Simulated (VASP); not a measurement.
## Mo: single point with PBE

Mo:

```xyz
1
Lattice="-1.5143 1.5143 1.5143 1.5143 -1.5143 1.5143 1.5143 1.5143 -1.5143" Properties=species:S:1:pos:R:3 pbc="T T T"
Mo    0.0000    0.0000    0.0000
```

This cell differs from its parent crystal: volume scaled by 0.88.

- Program: VASP 6.6.1
- Task: single point
- Functional: PBE
- Potentials or basis: VASP PAW PBE potentials, release 64 (Mo_sv)
- Cutoff: 500 eV
- k mesh: 18 × 18 × 18
- Occupations: gaussian, width 0.1 eV
- Spin: no spin polarisation
- Dipole correction: no
- Further INCAR settings: ALGO = Normal; EDIFF = 1e-06; NBANDS = 13

```yaml
Pressure: 44.7 GPa
Band_gap_on_the_k_mesh: zero (band 7 reaches 19.28 eV, above the bottom of band 8 at 12.97 eV)
```

Levels at points of the mesh, in eV from the Fermi level:
| k point | band 4 | band 5 | band 6 | band 7 | band 8 | band 9 | band 10 | band 11 |
| --- | --- | --- | --- | --- | --- | --- | --- | --- |
| (0.00, 0.00, 0.00) | -34.32 | -7.62 | -1.66 | -1.66 | -1.66 | 1.83 | 1.83 | 14.93 |
| (0.50, 0.00, 0.00) | -34.34 | -6.12 | -4.06 | 1.94 | 2.12 | 2.67 | 5.58 | 12.14 |
| (0.50, 0.50, 0.50) | -35.68 | -6.47 | -6.47 | 4.65 | 4.65 | 4.65 | 10.01 | 10.01 |

It took 15 s on 1 thread of Intel Xeon 6975P-C (shared host), peak memory 0.15 GiB.
